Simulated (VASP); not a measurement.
Write the native input for VASP 6.6.1 that does the following.

```
Task                   : single point
Functional             : r2SCAN
Potentials or basis    : VASP PAW PBE potentials, release 64 (Co, Si)
Cutoff                 : 520 eV
k mesh                 : 8 × 8 × 8
Occupations            : gaussian, width 0.05 eV
Spin                   : no spin polarisation
Dipole correction      : no
Further INCAR settings : ALGO = Normal; EDIFF = 1e-07; NBANDS = 36
```

Crystal: CoSi.

```
Co Si
1.0
     4.38320    0.00000    0.00000
     0.00000    4.38320    0.00000
     0.00000    0.00000    4.38320
Co Si
4 4
Direct
  0.14567 0.14567 0.14567
  0.35433 0.85433 0.64567
  0.64567 0.35433 0.85433
  0.85433 0.64567 0.35433
  0.84361 0.84361 0.84361
  0.65639 0.15639 0.34361
  0.34361 0.65639 0.15639
  0.15639 0.34361 0.65639
```

The input as run:

POSCAR

```
CoSi
1.0
    4.3832049128      0.0000000000      0.0000000000
    0.0000000000      4.3832049128      0.0000000000
    0.0000000000      0.0000000000      4.3832049128
Co Si
4 4
Direct
    0.1456728426      0.1456728426      0.1456728426
    0.3543271574      0.8543271574      0.6456728426
    0.6456728426      0.3543271574      0.8543271574
    0.8543271574      0.6456728426      0.3543271574
    0.8436094424      0.8436094424      0.8436094424
    0.6563905576      0.1563905576      0.3436094424
    0.3436094424      0.6563905576      0.1563905576
    0.1563905576      0.3436094424      0.6563905576
```

INCAR.step1

```
PREC = Accurate ; ENCUT = 520
ISMEAR = 0 ; SIGMA = 0.05
LREAL = False ; LASPH = True
NELM = 60 ; NBANDS = 36
GGA = PE ; ALGO = Normal
EDIFF = 1E-4 ; LWAVE = True
LCHARG = False
```

INCAR.step2

```
PREC = Accurate ; ENCUT = 520
EDIFF = 1E-7 ; ISMEAR = 0
SIGMA = 0.05 ; LREAL = False
LASPH = True ; NELM = 60
ALGO = Normal ; ISIF = 2
LWAVE = False ; LCHARG = False
METAGGA = R2SCAN ; LMIXTAU = True
NBANDS = 36 ; ISTART = 1
```

KPOINTS

```
regular mesh
0
Gamma
  8 8 8
```

Potentials or basis: VASP PAW PBE potentials, release 64 (Co, Si).

Command:

```sh
$ cat potpaw_PBE.64/Co/POTCAR potpaw_PBE.64/Si/POTCAR > POTCAR
$ cp INCAR.step1 INCAR
$ mpirun -np 1 vasp_std > vasp.out
$ cp INCAR.step2 INCAR
$ mpirun -np 1 vasp_std > vasp.out
```

Results of the run:

```yaml
Pressure: 0.1 GPa
Largest_force: 0.005 eV/Å
Band_gap_on_the_k_mesh: zero (bands 26 and 27 overlap by 0.21 eV)
```

Caveat: the PAW data sets were made with another functional, which shifts forces and pressure a little.

It took 13 min on 1 thread of Intel Xeon 8259CL, with other jobs on the host, peak memory 0.29 GiB.
